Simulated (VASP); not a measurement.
# BaS (Fm-3m) in VASP: single point with PBE

Aim: the single point of BaS with PBE.

All numbers are computed with VASP 6.6.1; they aren't measurements. Logs are shortened: lines on timing, memory, paths and dates and some standing lists are left out, and cuts for length are marked.

## (1) The cell of the first run

Symmetry: Fm-3m, No. 225, cubic system. Conventional cell: a = 6.429 Å, b = 6.429 Å, c = 6.429 Å, α = 90.00°, β = 90.00°, γ = 90.00°. Ba (site symmetry m-3m) has 6 S at 3.21 Å within 4.2 Å. Within 4.2 Å of S (site symmetry m-3m) lie 6 Ba at 3.21 Å.

## (2) Single point, PBE

The input, INCAR:

```
SYSTEM = BaS
PREC = Accurate ; ENCUT = 500
EDIFF = 1E-6 ; ISMEAR = 0
SIGMA = 0.02 ; LREAL = .FALSE.
LASPH = .TRUE. ; NELM = 120
ALGO = Normal ; ISIF = 2
LWAVE = .FALSE. ; LCHARG = .FALSE.
GGA = PE ; NBANDS = 15
GGA_COMPAT = .FALSE.
```

The input, KPOINTS:

```
Automatic mesh
0
G
  8 8 8
  0 0 0
```

The input, POSCAR:

```
BaS
1.0
    0.0000000000      3.2146969988      3.2146969988
    3.2146969988      0.0000000000      3.2146969988
    3.2146969988      3.2146969988      0.0000000000
Ba S
1 1
Direct
    0.0000000000      0.0000000000      0.0000000000
    0.5000000000      0.5000000000      0.5000000000
```

Potentials or basis: VASP PAW PBE potentials, release 64 (Ba_sv, S).

Started as:

```
$ cat potpaw_PBE.64/Ba_sv/POTCAR potpaw_PBE.64/S/POTCAR > POTCAR
$ mpirun -np 1 vasp_std > vasp.out
```

OUTCAR:

```text
SYSTEM = BaS
   PREC = Accurate
   ENCUT = 500
   EDIFF = 1E-6
   ISMEAR = 0
   LREAL = .FALSE.
   LASPH = .TRUE.
   NELM = 120
   ISIF = 2
   GGA = PE

 ion  position               nearest neighbor table
   1  0.000  0.000  0.000-   2 3.21   2 3.21   2 3.21   2 3.21   2 3.21   2 3.21
   2  0.500  0.500  0.500-   1 3.21   1 3.21   1 3.21   1 3.21   1 3.21   1 3.21

  LATTYP: Found a face centered cubic cell.
 ALAT       =     6.4293939976

  Lattice vectors:

 A1 = (   0.0000000000,   3.2146969988,   3.2146969988)
 A2 = (   3.2146969988,   0.0000000000,   3.2146969988)
 A3 = (   3.2146969988,   3.2146969988,   0.0000000000)

Analysis of symmetry for initial positions (statically):
=====================================================================
 Subroutine PRICEL returns:
 Original cell was already a primitive cell.

 Routine SETGRP: Setting up the symmetry group for a
 face centered cubic supercell.

 Subroutine GETGRP returns: Found 48 space group operations
 (whereof 48 operations were pure point group operations)
 out of a pool of 48 trial point group operations.

The static configuration has the point symmetry O_h .

Analysis of symmetry for dynamics (positions and initial velocities):
=====================================================================
 Subroutine PRICEL returns:
 Original cell was already a primitive cell.

 Routine SETGRP: Setting up the symmetry group for a
 face centered cubic supercell.

 Subroutine GETGRP returns: Found 48 space group operations
 (whereof 48 operations were pure point group operations)
 out of a pool of 48 trial point group operations.

The dynamic configuration has the point symmetry O_h .

 Subroutine INISYM returns: Found 48 space group operations
 (whereof 48 operations are pure point group operations),
 and found     1 'primitive' translations

----------------------------------------------------------------------------------------

                                     Primitive cell

  volume of cell :      66.4431

  direct lattice vectors                    reciprocal lattice vectors
     0.000000000  3.214696999  3.214696999    -0.155535654  0.155535654  0.155535654
     3.214696999  0.000000000  3.214696999     0.155535654 -0.155535654  0.155535654
     3.214696999  3.214696999  0.000000000     0.155535654  0.155535654 -0.155535654

  length of vectors
     4.546268095  4.546268095  4.546268095     0.269395655  0.269395655  0.269395655

  position of ions in fractional coordinates (direct lattice)
     0.000000000  0.000000000  0.000000000
     0.500000000  0.500000000  0.500000000

  ion indices of the primitive-cell ions
   primitive index   ion index
                 1           1
                 2           2

----------------------------------------------------------------------------------------

 KPOINTS: Automatic mesh

Automatic generation of k-mesh.
 Grid dimensions read from file:
 generate k-points for:    8    8    8

 Generating k-lattice:

  Cartesian coordinates                     Fractional coordinates (reciprocal lattice)
    -0.019441957  0.019441957  0.019441957     0.125000000  0.000000000  0.000000000
     0.019441957 -0.019441957  0.019441957     0.000000000  0.125000000  0.000000000
     0.019441957  0.019441957 -0.019441957     0.000000000  0.000000000  0.125000000

  Length of vectors
     0.033674457  0.033674457  0.033674457

  Shift w.r.t. Gamma in fractional coordinates (k-lattice)
     0.000000000  0.000000000  0.000000000

 Subroutine IBZKPT returns following result:
 ===========================================

 Found     29 irreducible k-points:

 Following reciprocal coordinates:
            Coordinates               Weight
  0.000000  0.000000  0.000000      1.000000
  0.125000  0.000000  0.000000      8.000000
  0.250000  0.000000  0.000000      8.000000
  0.375000  0.000000  0.000000      8.000000
  0.500000  0.000000  0.000000      4.000000
  0.125000  0.125000  0.000000      6.000000
[... 16 lines left out ...]
  0.500000  0.250000  0.125000     48.000000
 -0.375000  0.250000  0.125000     24.000000
 [... further k-points ...]
   k-points           NKPTS =     29   k-points in BZ     NKDIM =     29   number of bands    NBANDS=     15
   number of dos      NEDOS =    301   number of ions     NIONS =      2
   total plane-waves  NPLWV =  46656
   dimension x,y,z NGX =    36 NGY =   36 NGZ =   36
   dimension x,y,z NGXF=    72 NGYF=   72 NGZF=   72
   ions per type =               1   1
   NGX,Y,Z   is equivalent  to a cutoff of  13.16, 13.16, 13.16 a.u.
   NGXF,Y,Z  is equivalent  to a cutoff of  26.33, 26.33, 26.33 a.u.
 SYSTEM =  BaS
   PREC   = accura    normal or accurate (medium, high low for compatibility)
   ISTART =      0    job   : 0-new  1-cont  2-samecut
   ICHARG =      2    charge: 1-file 2-atom 10-const
   ISPIN  =      1    spin polarized calculation?
   LNONCOLLINEAR =      F non collinear calculations
   LSORBIT =      F    spin-orbit coupling
   LASPH  =      T    aspherical Exc in radial PAW
   ENCUT  =  500.0 eV  36.75 Ry    6.06 a.u.   8.29  8.29  8.29*2*pi/ulx,y,z
   NELM   =    120;   NELMIN=  2; NELMDL= -5     # of ELM steps
   EDIFF  = 0.1E-05   stopping-criterion for ELM
   LREAL  =      F    real-space projection
   EDIFFG = 0.1E-04   stopping-criterion for IOM
   NSW    =      0    number of steps for IOM
   IBRION =     -1    ionic relax: 0-MD 1-quasi-New 2-CG
   NFREE  =      0    steps in history (QN), initial steepest desc. (CG)
   ISIF   =      2    stress and relaxation
   ISYM   =      2    0-nonsym 1-usesym 2-fastsym
   POTIM  = 0.5000    time-step for ionic-motion
   TEBEG  =    0.0;   TEEND  =   0.0 temperature during run
   PSTRESS=    0.0 pullay stress
   NELECT =      16.0000    total number of electrons
   NUPDOWN=      -1.0000    fix difference up-down
   EMIN   =  10.00;   EMAX   =-10.00  energy-range for DOS
   EFERMI =   0.00;   METHOD = LEGACY
   ISMEAR =     0;   SIGMA  =   0.02  broadening in eV -4-tet -1-fermi 0-gaus
   EFERMI_NEDOS =   21; number of points for ismear=-14 and -15
   IALGO  =     38    algorithm
   IMIX   =      4    mixing-type and parameters
     AMIX     =   0.40;   BMIX     =  1.00
     AMIX_MAG =   1.60;   BMIX_MAG =  1.00
  volume/ion in A,a.u.               =      33.22       224.19
  Fermi-wavevector in a.u.,A,eV,Ry     =   1.018509  1.924703 14.114142  1.037360
  Thomas-Fermi vector in A             =   2.151970
   LORBIT       =      0    0 simple, 1 ext, 2 COOP (PROOUT), +10 PAW based schemes
   GGA     = PE    functional components
   LHFCALC =     F    Hartree Fock is set to
   AEXX    =    0.0000 exact exchange contribution
   IVDW    =     0    specifies the selected vdW correction
   LEPSILON=     F    determine dielectric tensor
   LRPA    =     F    only Hartree local field effects (RPA)
 non-spin polarized calculation
 Gauss-broadening in eV      SIGMA  =   0.02
  energy-cutoff  :      500.00
  volume of cell :       66.44
 maximum number of plane-waves:      1708
 NGX is ok and might be reduce to    36
   NGX = 17   NGY = 17   NGZ = 17

 number of electron      16.0000002 magnetization

 Free energy of the ion-electron system (eV)
  ---------------------------------------------------
  ext. energy  EPLUGINS =         0.00000000
  ---------------------------------------------------
  free energy    TOTEN  =       -10.19256696 eV

  energy without entropy =      -10.19256696  energy(sigma->0) =      -10.19256696

 E-fermi :   1.5321     XC(G=0):  -8.5447

 val. band max:        1.3531788397   @ k =   0.0000   0.0000   0.0000
 cond. band min:       3.4924720535   @ k =   0.5000   0.5000   0.0000
 fundamental gap:      2.1392932138
 Fermi energy:         1.5320938518

 k-point     1 :       0.0000    0.0000    0.0000
  band No.  band energies     occupation
      1     -24.7842      2.00000
      2      -9.8415      2.00000
      3      -9.8415      2.00000
      4      -9.8415      2.00000
      5      -8.9774      2.00000
      6       1.3532      2.00000
      7       1.3532      2.00000
      8       1.3532      2.00000
      9       4.8574      0.00000
     10       5.2185      0.00000
     11       5.2185      0.00000
     12       5.2185      0.00000
     13       6.1239      0.00000
     14       6.1239      0.00000
     15      10.0536      0.00000

 k-point     2 :       0.1250    0.0000    0.0000
  band No.  band energies     occupation
      1     -24.7783      2.00000
      2     -10.1086      2.00000
      3      -9.8469      2.00000
      4      -9.8469      2.00000
      5      -8.6968      2.00000
      6       0.9521      2.00000
      7       1.1513      2.00000
      8       1.1513      2.00000
      9       5.1966      0.00000
     10       5.4466      0.00000
     11       5.4466      0.00000
     12       5.4729      0.00000
     13       6.5640      0.00000
     14       6.5640      0.00000
     15      10.6625      0.00000

 k-point     3 :       0.2500    0.0000    0.0000
  band No.  band energies     occupation
      1     -24.7640      2.00000
      2     -10.5075      2.00000
      3      -9.8599      2.00000
      4      -9.8599      2.00000
      5      -8.2636      2.00000
      6       0.2288      2.00000
      7       0.7497      2.00000
      8       0.7497      2.00000
      9       5.4375      0.00000
     10       6.0837      0.00000
     11       6.0837      0.00000
     12       6.6247      0.00000
     13       7.6692      0.00000
     14       7.6692      0.00000
     15      11.8403      0.00000

 k-point     4 :       0.3750    0.0000    0.0000
  band No.  band energies     occupation
      1     -24.7497      2.00000
      2     -10.7925      2.00000
      3      -9.8727      2.00000
      4      -9.8727      2.00000
      5      -7.9413      2.00000
      6      -0.3339      2.00000
      7       0.4237      2.00000
      8       0.4237      2.00000
      9       6.0322      0.00000
     10       6.9909      0.00000
     11       6.9909      0.00000
     12       7.3956      0.00000
     13       9.0375      0.00000
     14       9.0375      0.00000
     15      11.5201      0.00000
[... 307 lines left out ...]
 k-point    22 :       0.3750    0.2500    0.1250
  band No.  band energies     occupation
      1     -24.7537      2.00000
      2     -10.5282      2.00000
      3      -9.9649      2.00000
      4      -9.8871      2.00000
      5      -8.2532      2.00000
      6      -0.0007      2.00000
      7       0.6820      2.00000
      8       1.0563      2.00000
      9       4.7411      0.00000
     10       6.3348      0.00000
     11       6.8084      0.00000
     12       7.3405      0.00000
     13       7.5157      0.00000
     14       9.3642      0.00000
     15      11.4836      0.00000

 k-point    23 :       0.5000    0.2500    0.1250
  band No.  band energies     occupation
      1     -24.7423      2.00000
      2     -10.6480      2.00000
      3     -10.0126      2.00000
      4      -9.9168      2.00000
      5      -8.1466      2.00000
      6      -0.0741      2.00000
      7       0.4639      2.00000
      8       0.8194      2.00000
      9       5.2185      0.00000
     10       6.8798      0.00000
     11       7.4377      0.00000
     12       7.5898      0.00000
     13       8.7378      0.00000
     14       9.9610      0.00000
     15      10.5922      0.00000

 k-point    24 :      -0.3750    0.2500    0.1250
  band No.  band energies     occupation
      1     -24.7376      2.00000
      2     -10.6952      2.00000
      3     -10.0218      2.00000
      4      -9.9389      2.00000
      5      -8.1066      2.00000
      6      -0.0997      2.00000
      7       0.5113      2.00000
      8       0.5809      2.00000
      9       6.0128      0.00000
     10       6.1853      0.00000
     11       7.9269      0.00000
     12       8.1316      0.00000
     13       9.0869      0.00000
     14      10.0068      0.00000
     15      10.6279      0.00000

 [... further k-points ...]

------------------------ aborting loop because EDIFF is reached ----------------------------------------

  FORCE on cell =-STRESS in cart. coord.  units (eV):
  Direction    XX          YY          ZZ          XY          YZ          ZX
  --------------------------------------------------------------------------------------
  -------------------------------------------------------------------------------------
  Total        0.2186577      0.2186577      0.2186577     -0.0000000      0.0000000      0.0000000
  in kB        5.2726043      5.2726043      5.2726043     -0.0000000      0.0000000      0.0000000
  external PRESSURE =       5.2726043 kB  Pullay stress =       0.0000000 kB

 VOLUME and BASIS-vectors are now :
 -----------------------------------------------------------------------------
  energy-cutoff  :      500.00
  volume of cell :       66.44
      direct lattice vectors                 reciprocal lattice vectors
     0.000000000  3.214696999  3.214696999    -0.155535654  0.155535654  0.155535654
     3.214696999  0.000000000  3.214696999     0.155535654 -0.155535654  0.155535654
     3.214696999  3.214696999  0.000000000     0.155535654  0.155535654 -0.155535654

 POSITION                                       TOTAL-FORCE (eV/Angst)
 -----------------------------------------------------------------------------------
      0.00000      0.00000      0.00000        -0.000000     -0.000000      0.000000
      3.21470      3.21470      3.21470         0.000000      0.000000     -0.000000
 -----------------------------------------------------------------------------------
    total drift:                                0.000000      0.000000      0.000000

  FREE ENERGIE OF THE ION-ELECTRON SYSTEM (eV)
  ---------------------------------------------------
  free  energy   TOTEN  =       -10.1925669622 eV

  energy  without entropy=      -10.1925669622  energy(sigma->0) =      -10.19256696
```

It took 38 s on 1 thread of AMD EPYC 7R43 (Zen 3), shared host; peak memory 0.17 GiB.

Results:

| Property | Result |
| --- | --- |
| Free energy | -10.1926 eV |
| Pressure | 0.5 GPa |
| Band gap on the k mesh | 2.14 eV (least direct gap 2.29 eV) |

Caveat: spin-orbit coupling is left out, which moves the levels of the heavy elements. A k mesh can miss the band edges.
